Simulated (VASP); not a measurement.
Here is a VASP 6.6.1 calculation.

INCAR

```
ALGO = Fast ; EDIFF = 1E-6
EDIFFG = -0.025 ; ENCUT = 600
GGA = PE ; IBRION = 2
ISIF = 3 ; ISMEAR = 0
LASPH = T ; LCHARG = F
LREAL = F ; LWAVE = F
NELM = 80 ; NSW = 80
PREC = Accurate ; SIGMA = 0.2
```

File KPOINTS:

```
k-points
0
Gamma
  4 4 4
```

POSCAR

```
SiMo3
1.0
    4.7439932539      0.0338036468     -0.0328306286
    0.0338036468      4.8702070056      0.0795323508
   -0.0328306286      0.0795323508      4.9933215003
Si Mo
2 6
Direct
    0.0013324119     -0.0019365207     -0.0196008980
    0.5081946192      0.5086038354      0.4928585674
    0.2428824971     -0.0117681513      0.5147620293
    0.5011856697      0.7443822354     -0.0094037142
    0.7393972188     -0.0003112604      0.5091554403
    0.4975861947      0.2641091965      0.0108772553
    1.0006700494      0.4992164893      0.7508621587
    1.0087513391      0.4977041758      0.2504891612
```

Potentials or basis: VASP PAW PBE potentials, release 64 (Si, Mo_sv).

Launch:

```console
$ cat potpaw_PBE.64/Si/POTCAR potpaw_PBE.64/Mo_sv/POTCAR > POTCAR
$ mpirun -np 1 vasp_std > vasp.out
```

**Question.** What does it give for the relaxed volume?

**Answer.** 14.84 Å³/atom.

**Question.** What does it give for the relaxed cell?

**Answer.** a = 4.915 Å, b = 4.915 Å, c = 4.916 Å, α = 90.00°, β = 90.00°, γ = 90.00°.

Step by step:
```csv
step,energy change (eV),largest force (eV/Å),pressure (GPa),volume (Å³)
1,0.0000,1.7609,9.60,115.33
2,0.1969,0.5462,-18.37,130.13
3,-0.4045,0.8502,-5.25,121.63
4,-0.5307,0.5871,2.69,117.54
5,-0.5591,0.4609,0.06,118.73
6,-0.5980,0.2014,0.68,118.37
7,-0.6000,0.1761,0.88,118.27
8,-0.6034,0.1078,-1.57,119.42
9,-0.6049,0.1283,-0.67,119.01
10,-0.6082,0.0566,0.06,118.65
11,-0.6082,0.0581,0.02,118.67
12,-0.6088,0.0325,0.05,118.65
13,-0.6089,0.0259,0.08,118.64
14,-0.6090,0.0112,-0.16,118.75
```

PBE usually gives volumes a little too large and moduli too small. Zero-point motion and thermal expansion aren't in these numbers.
